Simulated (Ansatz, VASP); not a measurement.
## One calculation of AlP, two programs

POSCAR

```
AlP
1.0
    0.0000000000      2.7663837763      2.7663837763
    2.7663837763      0.0000000000      2.7663837763
    2.7663837763      2.7663837763      0.0000000000
Al P
1 1
Direct
    0.0000000000      0.0000000000      0.0000000000
    0.2500000000      0.2500000000      0.2500000000
```

Contents of INCAR.step1:

```
PREC     = Accurate       # precision mode
ENCUT    = 550            # plane-wave cutoff, eV
ISMEAR   = 0              # smearing method
SIGMA    = 0.02           # smearing width, eV
LREAL    = F              # projectors in reciprocal space
LASPH    = T              # aspherical terms in the spheres
NELM     = 120            # most SCF steps
NBANDS   = 11             # bands
GGA      = PE             # functional
ALGO     = Normal         # electronic algorithm
EDIFF    = 1E-5           # SCF threshold, eV
LWAVE    = T              # write WAVECAR
LCHARG   = F              # write CHGCAR
GGA_COMPAT= F
```

The input INCAR.step2:

```
PREC     = Accurate       # precision mode
ENCUT    = 550            # plane-wave cutoff, eV
EDIFF    = 1E-6           # SCF threshold, eV
ISMEAR   = 0              # smearing method
SIGMA    = 0.02           # smearing width, eV
LREAL    = F              # projectors in reciprocal space
LASPH    = T              # aspherical terms in the spheres
NELM     = 120            # most SCF steps
ALGO     = Normal         # electronic algorithm
ISIF     = 2              # what is computed and relaxed
LWAVE    = F              # write WAVECAR
LCHARG   = F              # write CHGCAR
METAGGA  = R2SCAN         # meta-GGA
LMIXTAU  = T            
NBANDS   = 11             # bands
ISTART   = 1            
GGA_COMPAT= F
```

Contents of KPOINTS:

```
Automatic mesh
0
Gamma
  8 8 8
```

Input for Ansatz:

```yaml
crystal:
  lattice:
    - [0.0, 2.7663837763, 2.7663837763]
    - [2.7663837763, 0.0, 2.7663837763]
    - [2.7663837763, 2.7663837763, 0.0]
  atoms:
    - { symbol: Al, position: [0.0, 0.0, 0.0] }
    - { symbol: P, position: [0.25, 0.25, 0.25] }
basis:
  ecutwfc: 500
kpoints:
  mp_grid: { grid: [8, 8, 8] }
hamiltonian:
  xc: r2scan
scf:
  occupations: { method: gaussian, width: 0.02 }
output:
  forces: true
  stress: true
  eigenvalues: true
```

Alike in both runs: task single point; functional r2SCAN; k mesh 8 × 8 × 8; occupations gaussian, width 0.02 eV; no spin polarisation.

```csv
,VASP,Ansatz
version,VASP 6.6.1,Ansatz 0.2.0
potentials or method,"VASP PAW PBE potentials, release 64 (Al, P), cutoff 550 eV","scalar-relativistic, plane waves, PAW"
valence electrons in the cell,8,8
```

Ansatz gave:

| Property | Result |
| --- | --- |
| gap on the k mesh at the Fermi level (eV) | 1.98 |
| least direct gap on the mesh (eV) | 3.64 |
| pressure (GPa) | -2.5 |

Task: What did VASP give for the same quantities?

Result: gap on the k mesh at the Fermi level (eV): 1.98; least direct gap on the mesh (eV): 3.64; pressure (GPa): -2.8.

VASP's potentials were made for PBE, not for r2SCAN. With one functional, cell and mesh, what is left measures potentials, basis and numerics.
